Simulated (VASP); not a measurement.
# Ga (Cmce) in VASP: further runs, part 2 of 2

VASP 6.6.1. Earlier steps stand in the parts before.

## Step 4: Relaxation of shape and atoms at fixed volume, PBEsol (20.21 Å³/atom)

This run uses another cell than the first one, of 20.21 Å³/atom.

INCAR reads:

```
ALGO = Fast
EDIFF = 1E-7
EDIFFG = -0.01
ENCUT = 600
GGA = PS
IBRION = 2
ISIF = 4
ISMEAR = 0
LASPH = True
LCHARG = False
LREAL = False
LWAVE = False
NELM = 60
NSW = 50
PREC = Accurate
SIGMA = 0.1
```

KPOINTS reads:

```
k-points
0
Gamma
  12 12 10
```

POSCAR reads:

```
Ga
1.0
    2.2808794578     -3.8646141103      0.0000000000
    2.2808794578      3.8646141103      0.0000000000
    0.0000000000      0.0000000000      4.5847476106
Ga
4
Direct
    0.8437035704      0.1562964296      0.0832752308
    0.6562964296      0.3437035704      0.5832752308
    0.1562964296      0.8437035704      0.9167247692
    0.3437035704      0.6562964296      0.4167247692
```

Potentials or basis: VASP PAW PBE potentials, release 64 (Ga_d).

Launch:

```sh
> cat potpaw_PBE.64/Ga_d/POTCAR > POTCAR
> mpirun -np 1 vasp_std > vasp.out
```

OUTCAR:

```text
EDIFF = 1E-7
   EDIFFG = -0.01
   ENCUT = 600
   GGA = PS
   IBRION = 2
   ISIF = 4
   ISMEAR = 0
   LASPH = True
   LREAL = False
   NELM = 60
   NSW = 50
   PREC = Accurate

 ion  position               nearest neighbor table
   1  0.844  0.156  0.083-   3 2.53   2 2.71   2 2.71   4 2.75   4 2.75   3 2.81   3 2.81
   2  0.656  0.344  0.583-   4 2.53   1 2.71   1 2.71   3 2.75   3 2.75   4 2.81   4 2.81
   3  0.156  0.844  0.917-   1 2.53   4 2.71   4 2.71   2 2.75   2 2.75   1 2.81   1 2.81
   4  0.344  0.656  0.417-   2 2.53   3 2.71   3 2.71   1 2.75   1 2.75   2 2.81   2 2.81

  LATTYP: Found a base centered orthorhombic cell.
 ALAT       =     4.5617589156
 B/A-ratio  =     1.6943526310
 C/A-ratio  =     1.0050394366

  Lattice vectors:

 A1 = (   2.2808794578,  -3.8646141103,   0.0000000000)
 A2 = (   2.2808794578,   3.8646141103,   0.0000000000)
 A3 = (   0.0000000000,   0.0000000000,   4.5847476106)

Analysis of symmetry for initial positions (statically):
=====================================================================
 Subroutine PRICEL returns:
 Original cell was already a primitive cell.

 Routine SETGRP: Setting up the symmetry group for a
 base centered orthorhombic supercell.

 Subroutine GETGRP returns: Found  8 space group operations
 (whereof  4 operations were pure point group operations)
 out of a pool of  8 trial point group operations.

The static configuration has the point symmetry C_2h.
 The point group associated with its full space group is D_2h.

Analysis of symmetry for dynamics (positions and initial velocities):
=====================================================================
 Subroutine PRICEL returns:
 Original cell was already a primitive cell.

 Routine SETGRP: Setting up the symmetry group for a
 base centered orthorhombic supercell.

 Subroutine GETGRP returns: Found  8 space group operations
 (whereof  4 operations were pure point group operations)
[... 183 lines left out ...]
      2.28088      1.20805      1.91058         0.000000      0.011024      0.006216
 -----------------------------------------------------------------------------------
    total drift:                                0.000000     -0.000000      0.000000

  FREE ENERGIE OF THE ION-ELECTRON SYSTEM (eV)
  ---------------------------------------------------
  free  energy   TOTEN  =       -13.3695217293 eV

  energy  without entropy=      -13.3651292777  energy(sigma->0) =      -13.36732550

--------------------------------------- Ionic step        2  -------------------------------------------

 number of electron      51.9999995 magnetization

 Free energy of the ion-electron system (eV)
  ---------------------------------------------------
  ext. energy  EPLUGINS =         0.00000000
  ---------------------------------------------------
  free energy    TOTEN  =       -13.36956681 eV

  energy without entropy =      -13.36513208  energy(sigma->0) =      -13.36734944

 E-fermi :   4.5649     XC(G=0): -10.6495

 val. band max:        4.5641236445   @ k =   0.0000   0.0000   0.4000
 cond. band min:       4.5716548714   @ k =  -0.3333   0.2500   0.3000
 fundamental gap:      0.0075312269
 Fermi energy:         4.5649302030

 k-point     1 :       0.0000    0.0000    0.0000
  band No.  band energies     occupation
      1     -10.4423      2.00000
      2     -10.4333      2.00000
      3     -10.4037      2.00000
      4     -10.3898      2.00000
      5     -10.3724      2.00000
      6     -10.3494      2.00000
[... 805 lines left out ...]
     30       7.8638      0.00000
     31       8.7419      0.00000

 [... further k-points ...]

------------------------ aborting loop because EDIFF is reached ----------------------------------------

  FORCE on cell =-STRESS in cart. coord.  units (eV):
  Direction    XX          YY          ZZ          XY          YZ          ZX
  --------------------------------------------------------------------------------------
  -------------------------------------------------------------------------------------
  Total       -1.4968675     -1.5326453     -1.5250460      0.0000000     -0.0000000      0.0000000
  in kB      -29.6715373    -30.3807393    -30.2301041      0.0000000     -0.0000000      0.0000000
  external PRESSURE =     -30.0941269 kB  Pullay stress =       0.0000000 kB

 VOLUME and BASIS-vectors are now :
 -----------------------------------------------------------------------------
  energy-cutoff  :      600.00
  volume of cell :       80.83
      direct lattice vectors                 reciprocal lattice vectors
     2.281831651 -3.863505898 -0.000000000     0.219122212 -0.129416135  0.000000000
     2.281831651  3.863505898  0.000000000     0.219122212  0.129416135  0.000000000
     0.000000000  0.000000000  4.584148971     0.000000000 -0.000000000  0.218142998

 POSITION                                       TOTAL-FORCE (eV/Angst)
 -----------------------------------------------------------------------------------
      2.28183     -2.65527      0.38145         0.000000      0.006170     -0.005148
      2.28183     -1.20824      2.67352         0.000000     -0.006170     -0.005148
      2.28183      2.65527      4.20270         0.000000     -0.006170      0.005148
      2.28183      1.20824      1.91063         0.000000      0.006170      0.005148
 -----------------------------------------------------------------------------------
    total drift:                                0.000000     -0.000000      0.000000

  FREE ENERGIE OF THE ION-ELECTRON SYSTEM (eV)
  ---------------------------------------------------
  free  energy   TOTEN  =       -13.3695668074 eV

  energy  without entropy=      -13.3651320819  energy(sigma->0) =      -13.36734944

 reached required accuracy - stopping structural energy minimisation
```

Wall time 27 min (1 thread of Oxide Virtual Turin-like, shared host); peak memory 0.62 GiB.

What came out:

```yaml
Free_energy: -13.3696 eV
Energy_gained_by_relaxing: 0.0 meV/atom
Ionic_steps: 2
Pressure_after_relaxing: -3.0 GPa
Largest_force_after_relaxing: 0.008 eV/Å
Band_gap_on_the_k_mesh: zero (bands 26 and 27 overlap by 1.37 eV)
```

Forces in eV/Å, atoms in the order of the input:
```
Ga   0.000  0.006 -0.005
Ga   0.000 -0.006 -0.005
Ga   0.000 -0.006  0.005
Ga   0.000  0.006  0.005
```

Final structure:
```cif
data_structure
_symmetry_space_group_name_H-M 'P 1'
_symmetry_Int_Tables_number 1
_cell_length_a 4.4870
_cell_length_b 4.4870
_cell_length_c 4.5841
_cell_angle_alpha 90.000
_cell_angle_beta 90.000
_cell_angle_gamma 118.867
_cell_volume 80.83
loop_
_atom_site_label
_atom_site_type_symbol
_atom_site_fract_x
_atom_site_fract_y
_atom_site_fract_z
_atom_site_occupancy
Ga1 Ga 0.84363 0.15637 0.08321 1
Ga2 Ga 0.65637 0.34363 0.58321 1
Ga3 Ga 0.15637 0.84363 0.91679 1
Ga4 Ga 0.34363 0.65637 0.41679 1
```

Levels at points of the mesh, in eV from the Fermi level:
| k point | band 22 | band 23 | band 24 | band 25 | band 26 | band 27 | band 28 | band 29 | band 30 | band 31 |
| --- | --- | --- | --- | --- | --- | --- | --- | --- | --- | --- |
| (0.00, 0.00, 0.00) | -4.20 | -3.65 | -1.80 | -1.62 | -0.61 | 0.94 | 0.96 | 1.16 | 4.91 | 5.27 |
| (0.50, 0.00, 0.00) | -8.39 | -3.38 | -3.38 | -1.28 | -1.28 | 0.73 | 0.73 | 4.04 | 4.04 | 5.24 |
| (0.50, 0.50, 0.00) | -7.03 | -4.13 | -3.11 | -1.78 | -1.46 | 1.13 | 1.26 | 3.21 | 3.74 | 4.20 |
| (0.00, 0.00, 0.50) | -8.99 | -0.28 | -0.28 | 0.05 | 0.05 | 0.14 | 0.14 | 2.05 | 2.05 | 3.93 |
| (0.50, 0.00, 0.50) | -7.02 | -6.10 | -6.10 | -1.41 | -1.41 | 0.54 | 0.54 | 7.01 | 7.01 | 7.57 |
| (0.50, 0.50, 0.50) | -7.41 | -5.20 | -5.20 | -1.17 | -1.17 | -0.91 | -0.91 | 6.46 | 6.47 | 7.69 |

Caveat: the PAW data sets were made with another functional, which shifts forces and pressure a little.

## Step 5: Overview

| task | cell | cutoff (eV) | gap on the mesh (eV) | pressure (GPa) | largest force (eV/Å) |
| --- | --- | --- | --- | --- | --- |
| single point | a = 4.366, b = 4.366, c = 4.443 Å, angles 90.0, 90.0, 119.2°, 4 atoms, atomic positions A | 520 | none | 2.0 | 0.01 |
| relaxation of cell and atoms | relaxed from a = 4.448, b = 4.448, c = 4.524 Å, angles 90.0, 90.0, 118.9°, 4 atoms, atomic positions B | 600 | none | 0.0 | - |
| relaxation of shape and atoms at fixed volume | relaxed from a = 4.487, b = 4.487, c = 4.585 Å, angles 90.0, 90.0, 118.9°, 4 atoms, atomic positions C | 600 | none | -3.0 | 0.01 |

Alike in all rows: level PBEsol; potentials or basis VASP PAW PBE potentials, release 64 (Ga_d); no spin polarisation; k mesh 12 × 12 × 10; smearing gaussian 0.1 eV.

Caveats: the PAW data sets were made with another functional, which shifts forces and pressure a little.

Absolute energies hang on the potentials; compare differences alone.

The gap in the log of VASP goes by the Fermi energy; the results here count the filled bands.